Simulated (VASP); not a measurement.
# Ga2Sb2CO in VASP: further runs

Runs on Ga2Sb2CO. Level: PBE+D3(BJ). Tasks: single point.

Everything below comes from runs of VASP 6.6.1. Logs are shortened: lines on timing, memory, paths and dates and some standing lists are left out, and cuts for length are marked.

## (1) The cell of the first run

The cell holds a slab with vacuum, 6 atoms: a = 4.334 Å, b = 4.334 Å, c = 23.620 Å, α = 90.00°, β = 90.00°, γ = 120.00°.

## (2) Single point, PBE+D3(BJ)

Contents of INCAR:

```
SYSTEM = Ga2Sb2CO
  ALGO = Normal
  DIPOL = 0.5 0.5 0.348
  EDIFF = 1E-6
  ENCUT = 520
  GGA = PE
  GGA_COMPAT = .FALSE.
  IDIPOL = 3
  ISIF = 2
  ISMEAR = 0
  IVDW = 12
  LASPH = .TRUE.
  LCHARG = .FALSE.
  LDIPOL = .TRUE.
  LREAL = .FALSE.
  LWAVE = .FALSE.
  NBANDS = 42
  NELM = 120
  NELMDL = -8
  PREC = Accurate
  SIGMA = 0.1
```

Contents of KPOINTS:

```
k-points
0
G
  6 6 1
  0 0 0
```

Contents of POSCAR:

```
Ga2Sb2CO
1.0
    4.3343814647      0.0000000000      0.0000000000
   -2.1671907324      3.7536844581      0.0000000000
    0.0000000000      0.0000000000     23.6197422994
Sb Ga O C
2 2 1 1
Direct
    0.0000000000      0.0000000000      0.1693498578
    0.3333333333      0.6666666667      0.3259656336
    0.3333333333      0.6666666667      0.2068080104
    0.6666666667      0.3333333333      0.3585874135
    1.1111111111      0.5555555556      0.4898335533
    1.1111111111      0.5555555556      0.5385216375
```

Potentials or basis: VASP PAW PBE potentials, release 64 (Sb_d_GW, Ga_d, O, C).

Started as:

```bash
cat potpaw_PBE.64/Sb_d_GW/POTCAR potpaw_PBE.64/Ga_d/POTCAR potpaw_PBE.64/O/POTCAR potpaw_PBE.64/C/POTCAR > POTCAR
mpirun -np 1 vasp_std > vasp.out
```

OUTCAR:

```text
SYSTEM = Ga2Sb2CO
   EDIFF = 1E-6
   ENCUT = 520
   GGA = PE
   ISIF = 2
   ISMEAR = 0
   IVDW = 12
   LASPH = .TRUE.
   LREAL = .FALSE.
   NELM = 120
   NELMDL = -8
   PREC = Accurate
 IVDW          = 12

 ion  position               nearest neighbor table
   1  0.000  0.000  0.169-   3 2.65   3 2.65   3 2.65
   2  0.333  0.667  0.326-   4 2.62   4 2.62   4 2.62   3 2.81
   3  0.333  0.667  0.207-   1 2.65   1 2.65   1 2.65   2 2.81
   4  0.667  0.333  0.359-   2 2.62   2 2.62   2 2.62
   5  0.111  0.556  0.490-   6 1.15
   6  0.111  0.556  0.539-   5 1.15

  LATTYP: Found a hexagonal cell.
 ALAT       =     4.3343814647
 C/A-ratio  =     5.4493916818

  Lattice vectors:

 A1 = (   4.3343814647,   0.0000000000,   0.0000000000)
 A2 = (  -2.1671907324,   3.7536844581,   0.0000000000)
 A3 = (   0.0000000000,   0.0000000000,  23.6197422994)

Analysis of symmetry for initial positions (statically):
=====================================================================
 Subroutine PRICEL returns:
 Original cell was already a primitive cell.

 Routine SETGRP: Setting up the symmetry group for a
 hexagonal supercell.

 Subroutine GETGRP returns: Found  2 space group operations
 (whereof  2 operations were pure point group operations)
 out of a pool of 24 trial point group operations.

The static configuration has the point symmetry C_1h.

Analysis of symmetry for dynamics (positions and initial velocities):
=====================================================================
 Subroutine PRICEL returns:
 Original cell was already a primitive cell.

 Routine SETGRP: Setting up the symmetry group for a
 hexagonal supercell.

 Subroutine GETGRP returns: Found  2 space group operations
 (whereof  2 operations were pure point group operations)
 out of a pool of 24 trial point group operations.

The dynamic configuration has the point symmetry C_1h.

 Subroutine INISYM returns: Found  2 space group operations
 (whereof  2 operations are pure point group operations),
 and found     1 'primitive' translations

----------------------------------------------------------------------------------------

                                     Primitive cell

  volume of cell :     384.2909

  direct lattice vectors                    reciprocal lattice vectors
     4.334381465  0.000000000  0.000000000     0.230713427  0.133202459  0.000000000
    -2.167190732  3.753684458  0.000000000     0.000000000  0.266404918  0.000000000
     0.000000000  0.000000000 23.619742299     0.000000000  0.000000000  0.042337464

  length of vectors
     4.334381465  4.334381465 23.619742299     0.266404918  0.266404918  0.042337464

  position of ions in fractional coordinates (direct lattice)
     0.000000000  0.000000000  0.169349858
     0.333333333  0.666666667  0.325965634
     0.333333333  0.666666667  0.206808010
     0.666666667  0.333333333  0.358587413
     0.111111111  0.555555556  0.489833553
     0.111111111  0.555555556  0.538521637

  ion indices of the primitive-cell ions
   primitive index   ion index
                 1           1
                 2           2
                 3           3
                 4           4
                 5           5
                 6           6

----------------------------------------------------------------------------------------

 KPOINTS: k-points

Automatic generation of k-mesh.
 Grid dimensions read from file:
 generate k-points for:    6    6    1

 Generating k-lattice:

  Cartesian coordinates                     Fractional coordinates (reciprocal lattice)
     0.038452238  0.022200410  0.000000000     0.166666667  0.000000000  0.000000000
     0.000000000  0.044400820  0.000000000     0.000000000  0.166666667  0.000000000
     0.000000000  0.000000000  0.042337464     0.000000000  0.000000000  1.000000000

  Length of vectors
     0.044400820  0.044400820  0.042337464

  Shift w.r.t. Gamma in fractional coordinates (k-lattice)
     0.000000000  0.000000000  0.000000000

 Subroutine IBZKPT returns following result:
 ===========================================

 Found     13 irreducible k-points:

 Following reciprocal coordinates:
            Coordinates               Weight
  0.000000  0.000000  0.000000      1.000000
  0.166667  0.000000  0.000000      2.000000
  0.000000  0.166667  0.000000      4.000000
  0.333333  0.000000  0.000000      2.000000
  0.000000  0.333333  0.000000      4.000000
  0.500000  0.000000  0.000000      1.000000
  0.000000  0.500000  0.000000      2.000000
  0.166667  0.166667  0.000000      4.000000
 -0.166667  0.333333  0.000000      2.000000
  0.333333  0.166667  0.000000      4.000000
 -0.166667  0.500000  0.000000      4.000000
  0.500000  0.333333  0.000000      4.000000
  0.333333  0.333333  0.000000      2.000000
   k-points           NKPTS =     13   k-points in BZ     NKDIM =     13   number of bands    NBANDS=     42
   number of dos      NEDOS =    301   number of ions     NIONS =      6
   total plane-waves  NPLWV = 184320
   dimension x,y,z NGX =    32 NGY =   32 NGZ =  180
   dimension x,y,z NGXF=    64 NGYF=   64 NGZF=  360
   ions per type =               2   2   1   1
   NGX,Y,Z   is equivalent  to a cutoff of  12.27, 12.27, 12.67 a.u.
   NGXF,Y,Z  is equivalent  to a cutoff of  24.55, 24.55, 25.34 a.u.
 SYSTEM =  Ga2Sb2CO
   PREC   = accura    normal or accurate (medium, high low for compatibility)
   ISTART =      0    job   : 0-new  1-cont  2-samecut
   ICHARG =      2    charge: 1-file 2-atom 10-const
   ISPIN  =      1    spin polarized calculation?
   LNONCOLLINEAR =      F non collinear calculations
   LSORBIT =      F    spin-orbit coupling
   LASPH  =      T    aspherical Exc in radial PAW
   ENCUT  =  520.0 eV  38.22 Ry    6.18 a.u.   8.06  8.06 43.92*2*pi/ulx,y,z
   NELM   =    120;   NELMIN=  2; NELMDL= -8     # of ELM steps
   EDIFF  = 0.1E-05   stopping-criterion for ELM
   LREAL  =      F    real-space projection
   EDIFFG = 0.1E-04   stopping-criterion for IOM
   NSW    =      0    number of steps for IOM
   IBRION =     -1    ionic relax: 0-MD 1-quasi-New 2-CG
   NFREE  =      0    steps in history (QN), initial steepest desc. (CG)
   ISIF   =      2    stress and relaxation
   ISYM   =      2    0-nonsym 1-usesym 2-fastsym
   POTIM  = 0.5000    time-step for ionic-motion
   TEBEG  =    0.0;   TEEND  =   0.0 temperature during run
   PSTRESS=    0.0 pullay stress
   NELECT =      66.0000    total number of electrons
   NUPDOWN=      -1.0000    fix difference up-down
   EMIN   =  10.00;   EMAX   =-10.00  energy-range for DOS
   EFERMI =   0.00;   METHOD = LEGACY
   ISMEAR =     0;   SIGMA  =   0.10  broadening in eV -4-tet -1-fermi 0-gaus
   EFERMI_NEDOS =   21; number of points for ismear=-14 and -15
   IALGO  =     38    algorithm
   IMIX   =      4    mixing-type and parameters
     AMIX     =   0.40;   BMIX     =  1.00
     AMIX_MAG =   1.60;   BMIX_MAG =  1.00
  volume/ion in A,a.u.               =      64.05       432.22
  Fermi-wavevector in a.u.,A,eV,Ry     =   0.909989  1.719630 11.266711  0.828080
  Thomas-Fermi vector in A             =   2.034098
   LORBIT       =      0    0 simple, 1 ext, 2 COOP (PROOUT), +10 PAW based schemes
   GGA     = PE    functional components
   LHFCALC =     F    Hartree Fock is set to
   AEXX    =    0.0000 exact exchange contribution
   IVDW    =    12    specifies the selected vdW correction
   LEPSILON=     F    determine dielectric tensor
   LRPA    =     F    only Hartree local field effects (RPA)
 non-spin polarized calculation
 Gauss-broadening in eV      SIGMA  =   0.10
  energy-cutoff  :      520.00
  volume of cell :      384.29
 maximum number of plane-waves:     10378
   NGX = 17   NGY = 17   NGZ = 87

 dipolmoment           0.000000      0.000000      0.000060 electrons x Angstroem

 number of electron      65.9999999 magnetization

 dipolmoment           0.000000      0.000000     -0.103792 electrons x Angstroem

 Free energy of the ion-electron system (eV)
  ---------------------------------------------------
  ext. energy  EPLUGINS =         0.00000000
  ---------------------------------------------------
  free energy    TOTEN  =       -28.28019198 eV

  energy without entropy =      -28.27365882  energy(sigma->0) =      -28.27692540

 E-fermi :  -1.2646     XC(G=0):  -4.1706

 val. band max:       -1.2739067265   @ k =   0.0000   0.0000   0.0000
 cond. band min:      -1.2523521524   @ k =   0.3333   0.3333   0.0000
 fundamental gap:      0.0215545741
 Fermi energy:        -1.2645738750

 k-point     1 :       0.0000    0.0000    0.0000
  band No.  band energies     occupation
      1     -30.4926      2.00000
      2     -30.4806      2.00000
      3     -30.4780      2.00000
      4     -30.4657      2.00000
      5     -30.4635      2.00000
      6     -29.5327      2.00000
[... 34 lines left out ...]
     41       2.1227      0.00000
     42       2.6162      0.00000

 k-point     2 :       0.1667    0.0000    0.0000
  band No.  band energies     occupation
      1     -30.4920      2.00000
      2     -30.4801      2.00000
      3     -30.4783      2.00000
      4     -30.4659      2.00000
      5     -30.4629      2.00000
      6     -29.5323      2.00000
[... 34 lines left out ...]
     41       2.5859      0.00000
     42       2.6922      0.00000

 k-point     3 :       0.0000    0.1667    0.0000
  band No.  band energies     occupation
      1     -30.4920      2.00000
      2     -30.4808      2.00000
      3     -30.4776      2.00000
      4     -30.4654      2.00000
      5     -30.4634      2.00000
      6     -29.5328      2.00000
[... 34 lines left out ...]
     41       2.5862      0.00000
     42       2.6862      0.00000

 k-point     4 :       0.3333    0.0000    0.0000
  band No.  band energies     occupation
      1     -30.4908      2.00000
      2     -30.4791      2.00000
      3     -30.4790      2.00000
      4     -30.4661      2.00000
      5     -30.4617      2.00000
      6     -29.5327      2.00000
[... 349 lines left out ...]
     41       3.6347      0.00000
     42       3.8198      0.00000

 k-point    12 :       0.5000    0.3333    0.0000
  band No.  band energies     occupation
      1     -30.4901      2.00000
      2     -30.4809      2.00000
      3     -30.4771      2.00000
      4     -30.4651      2.00000
      5     -30.4623      2.00000
      6     -29.5324      2.00000
[... 34 lines left out ...]
     41       3.5190      0.00000
     42       3.9495      0.00000

 k-point    13 :       0.3333    0.3333    0.0000
  band No.  band energies     occupation
      1     -30.4897      2.00000
      2     -30.4805      2.00000
      3     -30.4775      2.00000
      4     -30.4647      2.00000
      5     -30.4625      2.00000
      6     -29.5311      2.00000
[... 34 lines left out ...]
     41       4.1882      0.00000
     42       4.4266      0.00000

------------------------ aborting loop because EDIFF is reached ----------------------------------------

 vacuum level on the upper side and lower side of the slab       (xc-potential included)        -0.624         0.555

 Edisp (eV)   -1.00068

 E8    (eV) :    -0.4653

  FORCE on cell =-STRESS in cart. coord.  units (eV):
  Direction    XX          YY          ZZ          XY          YZ          ZX
  --------------------------------------------------------------------------------------
  -------------------------------------------------------------------------------------
  Total      -0.10876    -0.12863    -0.90313     0.01721    -0.00712    -0.01233
  in kB      -0.45345    -0.53627    -3.76532     0.07173    -0.02968    -0.05141
  external pressure =       -1.59 kB  Pullay stress =        0.00 kB

 VOLUME and BASIS-vectors are now :
 -----------------------------------------------------------------------------
  energy-cutoff  :      520.00
  volume of cell :      384.29
      direct lattice vectors                 reciprocal lattice vectors
     4.334381465  0.000000000  0.000000000     0.230713427  0.133202459  0.000000000
    -2.167190732  3.753684458  0.000000000     0.000000000  0.266404918  0.000000000
     0.000000000  0.000000000 23.619742299     0.000000000  0.000000000  0.042337464

 POSITION                                       TOTAL-FORCE (eV/Angst)
 -----------------------------------------------------------------------------------
      0.00000      0.00000      4.00000         0.006331      0.003655      0.159065
     -0.00000      2.50246      7.69922        -0.002589     -0.001495     -0.054986
     -0.00000      2.50246      4.88475        -0.000803     -0.000464     -0.129070
      2.16719      1.25123      8.46974        -0.006824     -0.003940     -0.021689
     -0.72240      2.08538     11.56974         0.004580      0.002644      0.700478
     -0.72240      2.08538     12.71974        -0.000696     -0.000402     -0.653798
 -----------------------------------------------------------------------------------
    total drift:                               -0.000070     -0.000040     -0.005702

  FREE ENERGIE OF THE ION-ELECTRON SYSTEM (eV)
  ---------------------------------------------------
  free  energy   TOTEN  =       -29.2808674002 eV

  energy  without entropy=      -29.2743342429  energy(sigma->0) =      -29.27760082

 vacuum level on the upper side and lower side of the slab         2.459         3.616
```

It took 6.8 min on 1 thread of Intel Xeon Platinum 8375C at 2.90GHz (Ice Lake), shared host; peak memory 0.61 GiB.

Results:

```
Free energy                : -29.2809 eV
Largest force              : 0.700 eV/Å
Band gap on the k mesh     : 0.02 eV (least direct gap 0.16 eV)
Dispersion energy per atom : -0.167 eV
```

Forces in eV/Å, atoms in the order of the input:
```
Sb   0.006  0.004  0.159
Sb  -0.003 -0.001 -0.055
Ga  -0.001  0.000 -0.129
Ga  -0.007 -0.004 -0.022
O    0.005  0.003  0.700
C   -0.001  0.000 -0.654
```

Caveat: spin-orbit coupling is left out, which moves the levels of the heavy elements.

[end of part 1 of 2]
